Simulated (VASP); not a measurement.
# HfC (Fm-3m) in VASP: a series of runs

HfC is run at these levels: PBE; tasks: single point.

Program: VASP 6.6.1. These are calculated values, not measurements. Logs are shortened: lines on timing, memory, paths and dates and some standing lists are left out, and cuts for length are marked.

### 1 The cell of the first run

It takes space group Fm-3m (No. 225, cubic). The conventional cell has a = 4.651 Å, b = 4.651 Å, c = 4.651 Å, α = 90.00°, β = 90.00°, γ = 90.00°. Within 3.1 Å of Hf (site symmetry m-3m) lie 6 C at 2.33 Å. C (site symmetry m-3m) has 6 Hf at 2.33 Å within 3.1 Å.

### 2 Single point, PBE

The input, INCAR:

```
SYSTEM = HfC
PREC     = Accurate       ! precision mode
ENCUT    = 520            ! plane-wave cutoff, eV
EDIFF    = 1E-6           ! SCF threshold, eV
ISMEAR   = 0              ! smearing method
SIGMA    = 0.1            ! smearing width, eV
LREAL    = .FALSE.        ! projectors in reciprocal space
LASPH    = .TRUE.         ! aspherical terms in the spheres
NELM     = 100            ! most SCF steps
ALGO     = Normal         ! electronic algorithm
ISIF     = 2              ! what is computed and relaxed
LWAVE    = .FALSE.        ! write WAVECAR
LCHARG   = .FALSE.        ! write CHGCAR
GGA      = PE             ! functional
NBANDS   = 14             ! bands
```

The input, KPOINTS:

```
regular mesh
0
G
  16 16 16
  0 0 0
```

The input, POSCAR:

```
HfC
1.0
    0.0000000000      2.3257467324      2.3257467324
    2.3257467324      0.0000000000      2.3257467324
    2.3257467324      2.3257467324      0.0000000000
Hf C
1 1
Direct
    0.5000000000      0.5000000000      0.5000000000
    0.0000000000      0.0000000000      0.0000000000
```

Potentials or basis: VASP PAW PBE potentials, release 64 (Hf_pv, C).

Launch:

```bash
$ cat potpaw_PBE.64/Hf_pv/POTCAR potpaw_PBE.64/C/POTCAR > POTCAR
$ mpirun -np 1 vasp_std > vasp.out
```

OUTCAR:

```text
SYSTEM = HfC
   PREC = Accurate
   ENCUT = 520
   EDIFF = 1E-6
   ISMEAR = 0
   LREAL = .FALSE.
   LASPH = .TRUE.
   NELM = 100
   ISIF = 2
   GGA = PE

 ion  position               nearest neighbor table
   1  0.500  0.500  0.500-   2 2.33   2 2.33   2 2.33   2 2.33   2 2.33   2 2.33
   2  0.000  0.000  0.000-   1 2.33   1 2.33   1 2.33   1 2.33   1 2.33   1 2.33

  LATTYP: Found a face centered cubic cell.
 ALAT       =     4.6514934648

  Lattice vectors:

 A1 = (   0.0000000000,   2.3257467324,   2.3257467324)
 A2 = (   2.3257467324,   0.0000000000,   2.3257467324)
 A3 = (   2.3257467324,   2.3257467324,   0.0000000000)

Analysis of symmetry for initial positions (statically):
=====================================================================
 Subroutine PRICEL returns:
 Original cell was already a primitive cell.

 Routine SETGRP: Setting up the symmetry group for a
 face centered cubic supercell.

 Subroutine GETGRP returns: Found 48 space group operations
 (whereof 48 operations were pure point group operations)
 out of a pool of 48 trial point group operations.

The static configuration has the point symmetry O_h .

Analysis of symmetry for dynamics (positions and initial velocities):
=====================================================================
 Subroutine PRICEL returns:
 Original cell was already a primitive cell.

 Routine SETGRP: Setting up the symmetry group for a
 face centered cubic supercell.

 Subroutine GETGRP returns: Found 48 space group operations
 (whereof 48 operations were pure point group operations)
 out of a pool of 48 trial point group operations.

The dynamic configuration has the point symmetry O_h .

 Subroutine INISYM returns: Found 48 space group operations
 (whereof 48 operations are pure point group operations),
 and found     1 'primitive' translations

----------------------------------------------------------------------------------------

                                     Primitive cell

  volume of cell :      25.1604

  direct lattice vectors                    reciprocal lattice vectors
     0.000000000  2.325746732  2.325746732    -0.214984716  0.214984716  0.214984716
     2.325746732  0.000000000  2.325746732     0.214984716 -0.214984716  0.214984716
     2.325746732  2.325746732  0.000000000     0.214984716  0.214984716 -0.214984716

  length of vectors
     3.289102572  3.289102572  3.289102572     0.372364450  0.372364450  0.372364450

  position of ions in fractional coordinates (direct lattice)
     0.500000000  0.500000000  0.500000000
     0.000000000  0.000000000  0.000000000

  ion indices of the primitive-cell ions
   primitive index   ion index
                 1           1
                 2           2

----------------------------------------------------------------------------------------

 KPOINTS: regular mesh

Automatic generation of k-mesh.
 Grid dimensions read from file:
 generate k-points for:   16   16   16

 Generating k-lattice:

  Cartesian coordinates                     Fractional coordinates (reciprocal lattice)
    -0.013436545  0.013436545  0.013436545     0.062500000  0.000000000  0.000000000
     0.013436545 -0.013436545  0.013436545     0.000000000  0.062500000  0.000000000
     0.013436545  0.013436545 -0.013436545     0.000000000  0.000000000  0.062500000

  Length of vectors
     0.023272778  0.023272778  0.023272778

  Shift w.r.t. Gamma in fractional coordinates (k-lattice)
     0.000000000  0.000000000  0.000000000

 Subroutine IBZKPT returns following result:
 ===========================================

 Found    145 irreducible k-points:

 Following reciprocal coordinates:
            Coordinates               Weight
  0.000000  0.000000  0.000000      1.000000
  0.062500  0.000000  0.000000      8.000000
  0.125000  0.000000  0.000000      8.000000
  0.187500  0.000000  0.000000      8.000000
  0.250000  0.000000  0.000000      8.000000
  0.312500  0.000000  0.000000      8.000000
[... 16 lines left out ...]
 -0.125000  0.062500  0.000000     24.000000
 -0.062500  0.062500  0.000000     12.000000
 [... further k-points ...]
   k-points           NKPTS =    145   k-points in BZ     NKDIM =    145   number of bands    NBANDS=     14
   number of dos      NEDOS =    301   number of ions     NIONS =      2
   total plane-waves  NPLWV =  13824
   dimension x,y,z NGX =    24 NGY =   24 NGZ =   24
   dimension x,y,z NGXF=    48 NGYF=   48 NGZF=   48
   ions per type =               1   1
   NGX,Y,Z   is equivalent  to a cutoff of  12.13, 12.13, 12.13 a.u.
   NGXF,Y,Z  is equivalent  to a cutoff of  24.26, 24.26, 24.26 a.u.
 SYSTEM =  HfC
   PREC   = accura    normal or accurate (medium, high low for compatibility)
   ISTART =      0    job   : 0-new  1-cont  2-samecut
   ICHARG =      2    charge: 1-file 2-atom 10-const
   ISPIN  =      1    spin polarized calculation?
   LNONCOLLINEAR =      F non collinear calculations
   LSORBIT =      F    spin-orbit coupling
   LASPH  =      T    aspherical Exc in radial PAW
   ENCUT  =  520.0 eV  38.22 Ry    6.18 a.u.   6.12  6.12  6.12*2*pi/ulx,y,z
   NELM   =    100;   NELMIN=  2; NELMDL= -5     # of ELM steps
   EDIFF  = 0.1E-05   stopping-criterion for ELM
   LREAL  =      F    real-space projection
[... 7 lines left out ...]
   TEBEG  =    0.0;   TEEND  =   0.0 temperature during run
   PSTRESS=    0.0 pullay stress
   NELECT =      14.0000    total number of electrons
   NUPDOWN=      -1.0000    fix difference up-down
   EMIN   =  10.00;   EMAX   =-10.00  energy-range for DOS
   EFERMI =   0.00;   METHOD = LEGACY
   ISMEAR =     0;   SIGMA  =   0.10  broadening in eV -4-tet -1-fermi 0-gaus
   EFERMI_NEDOS =   21; number of points for ismear=-14 and -15
   IALGO  =     38    algorithm
   IMIX   =      4    mixing-type and parameters
     AMIX     =   0.40;   BMIX     =  1.00
     AMIX_MAG =   1.60;   BMIX_MAG =  1.00
  volume/ion in A,a.u.               =      12.58        84.90
  Fermi-wavevector in a.u.,A,eV,Ry     =   1.346517  2.544548 24.668823  1.813107
  Thomas-Fermi vector in A             =   2.474342
   LORBIT       =      0    0 simple, 1 ext, 2 COOP (PROOUT), +10 PAW based schemes
   GGA     = PE    functional components
   LHFCALC =     F    Hartree Fock is set to
   AEXX    =    0.0000 exact exchange contribution
   IVDW    =     0    specifies the selected vdW correction
   LEPSILON=     F    determine dielectric tensor
   LRPA    =     F    only Hartree local field effects (RPA)
 non-spin polarized calculation
 Gauss-broadening in eV      SIGMA  =   0.10
  energy-cutoff  :      520.00
  volume of cell :       25.16
 maximum number of plane-waves:       700
   NGX = 13   NGY = 13   NGZ = 13

 number of electron      14.0000000 magnetization

 Free energy of the ion-electron system (eV)
  ---------------------------------------------------
  ext. energy  EPLUGINS =         0.00000000
  ---------------------------------------------------
  free energy    TOTEN  =       -21.04584314 eV

  energy without entropy =      -21.04371864  energy(sigma->0) =      -21.04478089

 E-fermi :   5.9249     XC(G=0): -12.2805

 val. band max:        5.9026123235   @ k =   0.4375   0.3750   0.0000
 cond. band min:       5.9280153995   @ k =   0.1250   0.1250   0.0000
 fundamental gap:      0.0254030760
 Fermi energy:         5.9249094611

 k-point     1 :       0.0000    0.0000    0.0000
  band No.  band energies     occupation
      1     -23.6312      2.00000
      2     -23.6312      2.00000
      3     -23.6312      2.00000
      4      -6.3581      2.00000
      5       6.9459      0.00000
      6       6.9459      0.00000
      7       6.9459      0.00000
      8       7.3369      0.00000
      9       7.3369      0.00000
     10       7.3369      0.00000
     11       9.3334      0.00000
     12       9.3334      0.00000
     13      12.7630      0.00000
     14      16.9438      0.00000

 k-point     2 :       0.0625    0.0000    0.0000
  band No.  band energies     occupation
      1     -23.6586      2.00000
      2     -23.6338      2.00000
      3     -23.6338      2.00000
      4      -6.2598      2.00000
      5       6.2018      0.00009
      6       6.4359      0.00000
      7       6.4359      0.00000
      8       7.5562      0.00000
      9       7.5562      0.00000
     10       7.8309      0.00000
     11       9.8278      0.00000
     12       9.8278      0.00000
     13      12.9904      0.00000
     14      17.2223      0.00000

 k-point     3 :       0.1250    0.0000    0.0000
  band No.  band energies     occupation
      1     -23.7357      2.00000
      2     -23.6413      2.00000
      3     -23.6413      2.00000
      4      -5.9726      2.00000
      5       5.1410      2.00000
      6       5.6370      1.99995
      7       5.6370      1.99995
      8       7.8934      0.00000
      9       7.8934      0.00000
     10       8.2506      0.00000
     11      10.8914      0.00000
     12      10.8914      0.00000
     13      13.5804      0.00000
     14      17.9955      0.00000
[... 324 lines left out ...]
 k-point    23 :      -0.1250    0.0625    0.0000
  band No.  band energies     occupation
      1     -23.7805      2.00000
      2     -23.6665      2.00000
      3     -23.6381      2.00000
      4      -5.7609      2.00000
      5       4.5731      2.00000
      6       5.1101      2.00000
      7       5.3656      2.00000
      8       7.7821      0.00000
      9       8.4296      0.00000
     10       8.6993      0.00000
     11      10.6669      0.00000
     12      12.0314      0.00000
     13      14.0466      0.00000
     14      18.5375      0.00000

 k-point    24 :      -0.0625    0.0625    0.0000
  band No.  band energies     occupation
      1     -23.6964      2.00000
      2     -23.6492      2.00000
      3     -23.6331      2.00000
      4      -6.0997      2.00000
      5       5.5588      2.00000
      6       5.8626      1.62211
      7       5.9803      0.43339
      8       7.4978      0.00000
      9       8.1482      0.00000
     10       8.1548      0.00000
     11       9.9210      0.00000
     12      10.8176      0.00000
     13      13.3647      0.00000
     14      17.6644      0.00000

 [... further k-points ...]
[... 5 lines left out ...]
  --------------------------------------------------------------------------------------
  -------------------------------------------------------------------------------------
  Total       -0.1048253     -0.1048253     -0.1048253      0.0000000     -0.0000000     -0.0000000
  in kB       -6.6751260     -6.6751260     -6.6751260      0.0000000     -0.0000000     -0.0000000
  external PRESSURE =      -6.6751260 kB  Pullay stress =       0.0000000 kB

 VOLUME and BASIS-vectors are now :
 -----------------------------------------------------------------------------
  energy-cutoff  :      520.00
  volume of cell :       25.16
      direct lattice vectors                 reciprocal lattice vectors
     0.000000000  2.325746732  2.325746732    -0.214984716  0.214984716  0.214984716
     2.325746732  0.000000000  2.325746732     0.214984716 -0.214984716  0.214984716
     2.325746732  2.325746732  0.000000000     0.214984716  0.214984716 -0.214984716

 POSITION                                       TOTAL-FORCE (eV/Angst)
 -----------------------------------------------------------------------------------
      2.32575      2.32575      2.32575        -0.000000      0.000000      0.000000
      0.00000      0.00000      0.00000         0.000000      0.000000      0.000000
 -----------------------------------------------------------------------------------
    total drift:                                0.000000     -0.000000      0.000000

  FREE ENERGIE OF THE ION-ELECTRON SYSTEM (eV)
  ---------------------------------------------------
  free  energy   TOTEN  =       -21.0458431369 eV

  energy  without entropy=      -21.0437186373  energy(sigma->0) =      -21.04478089
```

Wall time 36 s (1 thread of AMD EPYC 7R13 (Zen 3), shared host); peak memory 0.15 GiB.

What came out:

| Item | Value |
| --- | --- |
| Free energy | -21.0458 eV |
| Pressure | -0.7 GPa |
| Band gap on the k mesh | zero (bands 7 and 8 overlap by 1.42 eV) |

Levels at points of the mesh, in eV from the Fermi level:
```csv
k point,band 3,band 4,band 5,band 6,band 7,band 8,band 9,band 10,band 11,band 12
"(0.00, 0.00, 0.00)",-29.56,-12.28,1.02,1.02,1.02,1.41,1.41,1.41,3.41,3.41
"(0.50, 0.00, 0.00)",-29.62,-8.55,-6.11,-2.96,-2.96,5.33,5.33,5.80,6.57,11.40
"(0.50, 0.50, 0.00)",-29.79,-10.38,-2.57,-1.75,-0.08,-0.08,5.32,6.75,6.75,8.44
```

Caveat: spin-orbit coupling is left out, which moves the levels of the heavy elements.

### 3 Single point, PBE

The input, INCAR:

```
PREC     = Accurate       # precision mode
ENCUT    = 520            # plane-wave cutoff, eV
EDIFF    = 1E-7           # SCF threshold, eV
ISMEAR   = 0              # smearing method
SIGMA    = 0.1            # smearing width, eV
LREAL    = False          # projectors in reciprocal space
LASPH    = True           # aspherical terms in the spheres
NELM     = 100            # most SCF steps
ALGO     = Normal         # electronic algorithm
ISIF     = 2              # what is computed and relaxed
LWAVE    = False          # write WAVECAR
LCHARG   = False          # write CHGCAR
GGA      = PE             # functional
NBANDS   = 14             # bands
ISYM     = 0
```

The input, KPOINTS:

```
Automatic mesh
0
Gamma
  11 11 15
```

The input, POSCAR:

```
HfC
1.0
    3.2891025716      0.0000000000      0.0000000000
    0.0000000000      3.2891025716      0.0000000000
    1.6445512858      1.6445512858      2.3257467324
Hf C
1 1
Direct
    0.5000000000      0.5000000000      0.0000000000
    0.0000000000      0.0000000000      0.0000000000
```

Potentials or basis: VASP PAW PBE potentials, release 64 (Hf_pv, C).

Launch:

```bash
$ cat potpaw_PBE.64/Hf_pv/POTCAR potpaw_PBE.64/C/POTCAR > POTCAR
$ mpirun -np 1 vasp_std > vasp.out
```

Wall time 3.7 min (1 thread of AMD EPYC 7R13 (Zen 3), shared host); peak memory 0.39 GiB.

Results (log left out):

```
Free energy            : -21.0461 eV
Pressure               : -0.7 GPa
Band gap on the k mesh : zero (bands 7 and 8 overlap by 1.43 eV)
```

Levels at points of the mesh, in eV from the Fermi level:
| k point | band 5 | band 6 | band 7 | band 8 | band 9 | band 10 |
| --- | --- | --- | --- | --- | --- | --- |
| (0.00, 0.00, 0.00) | 0.97 | 0.97 | 0.97 | 1.36 | 1.36 | 1.36 |

Caveat: spin-orbit coupling is left out, which moves the levels of the heavy elements.

The gap in the log of VASP goes by the Fermi energy; the results here count the filled bands.